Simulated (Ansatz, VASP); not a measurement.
# Bi2Te3: VASP beside Ansatz

```xyz
5
Lattice="2.2376 1.2919 10.0776 -2.2376 1.2919 10.0776 0.0000 -2.5837 10.0776" Properties=species:S:1:pos:R:3 pbc="T T T"
Bi    0.0000    0.0000   24.5489
Bi    0.0000    0.0000   12.1535
Te    0.0000    0.0000   18.4722
Te    0.0000    0.0000    6.0465
Te    0.0000    0.0000    0.0000
```

Change from the starting cell: volume scaled by 1.04, crystal datasets.

Alike in both runs: task electric field gradients; functional LDA; k mesh 8 × 8 × 8; occupations fermi-dirac, width 0.08 eV; no spin polarisation.

|  | VASP | Ansatz |
| --- | --- | --- |
| version | VASP 6.6.1 | Ansatz 0.2.0 |
| potentials or method | VASP PAW LDA potentials, release 64 (Bi_d, Te), cutoff 520 eV | all-electron PAW with datasets made for the crystal, scalar-relativistic |

```tsv
	VASP	Ansatz	Ansatz less VASP
pressure (GPa)	-3.5	-3.5	-0.04
traceless stress, the component that is largest in VASP (GPa)	-0.74	-0.74	+0.003
rms of the force components (eV/Å)	0.370	0.364	-0.0066
size of Vzz on the site where it differs most (V/Å²)	53.8	60.6	+6.72
```

LDA's correlation is that of Perdew and Zunger in VASP and of Perdew and Wang (1992) in Ansatz. Atom by atom the forces differ by 0.009 eV/Å (rms over components). Ansatz ran all-electron here, and VASP with PAW potentials.

Spin-orbit coupling is off throughout.
